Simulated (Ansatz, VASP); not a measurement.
# One calculation of Si2W3, two programs

The input INCAR:

```
PREC = Accurate ; ENCUT = 520
EDIFF = 1E-6 ; ISMEAR = 0
SIGMA = 0.15 ; LREAL = False
LASPH = True ; NELM = 80
ALGO = Fast ; ISIF = 2
LWAVE = False ; LCHARG = True
GGA = PE ; LELF = True
LVHAR = True ; NBANDS = 61
```

File KPOINTS:

```
regular mesh
0
Gamma
  6 6 12
```

File POSCAR:

```
Si2W3
1.0
    6.6300342967      0.0000000000      0.0000000000
    0.0000000000      6.6300342967      0.0000000000
    0.0000000000      0.0000000000      3.3123213826
Si W
4 6
Direct
    0.1479925934      0.6204733838      0.0000000000
    0.8520074066      0.3795266162      0.0000000000
    0.6204733838      0.8520074066      0.0000000000
    0.3795266162      0.1479925934      0.0000000000
    0.5000000000      0.5000000000      0.0000000000
    0.0000000000      0.0000000000      0.0000000000
    0.6861749833      0.1328489559      0.5000000000
    0.3138250167      0.8671510441      0.5000000000
    0.1328489559      0.3138250167      0.5000000000
    0.8671510441      0.6861749833      0.5000000000
```

Input for Ansatz:

```yaml
crystal:
  lattice:
    - [6.6300342967, 0.0, 0.0]
    - [0.0, 6.6300342967, 0.0]
    - [0.0, 0.0, 3.3123213826]
  atoms:
    - { symbol: Si, position: [0.1479925934, 0.6204733838, 0.0] }
    - { symbol: Si, position: [0.8520074066, 0.3795266162, 0.0] }
    - { symbol: Si, position: [0.6204733838, 0.8520074066, 0.0] }
    - { symbol: Si, position: [0.3795266162, 0.1479925934, 0.0] }
    - { symbol: W, position: [0.5, 0.5, 0.0] }
    - { symbol: W, position: [0.0, 0.0, 0.0] }
    - { symbol: W, position: [0.6861749833, 0.1328489559, 0.5] }
    - { symbol: W, position: [0.3138250167, 0.8671510441, 0.5] }
    - { symbol: W, position: [0.1328489559, 0.3138250167, 0.5] }
    - { symbol: W, position: [0.8671510441, 0.6861749833, 0.5] }
basis:
  ecutwfc: 420
kpoints:
  mp_grid: { grid: [6, 6, 12] }
hamiltonian:
  xc: pbe
scf:
  occupations: { method: gaussian, width: 0.15 }
output:
  forces: true
  stress: true
  eigenvalues: true
  write_density: true
  write_potential: true
  elf: true
  volumetric_format: npy
```

Change from the starting cell: mode 4 (33.1 1/cm) frozen in, largest displacement +0.250 Å.

Alike in both runs: task single point; functional PBE; k mesh 6 × 6 × 12; occupations gaussian, width 0.15 eV; no spin polarisation.

```csv
,VASP,Ansatz
version,VASP 6.6.1,Ansatz 0.2.0
potentials or method,"VASP PAW PBE potentials, release 64 (Si, W_sv), cutoff 520 eV","scalar-relativistic, plane waves, PAW"
valence electrons in the cell,100,100
```

```tsv
	VASP	Ansatz	Ansatz less VASP
gap on the k mesh at the Fermi level (eV)	none	none	-
pressure (GPa)	3.6	3.4	-0.21
traceless stress, the component that is largest in VASP (GPa)	-5.16	-5.20	-0.039
rms of the force components (eV/Å)	0.304	0.301	-0.0028
```

Atom by atom the forces differ by 0.005 eV/Å (rms over components). A gap of «none» marks a metal or a gap that the smearing closes. The functional is the same, so the differences come from potentials, cutoffs and numerics.

Neither program's run includes spin-orbit coupling.
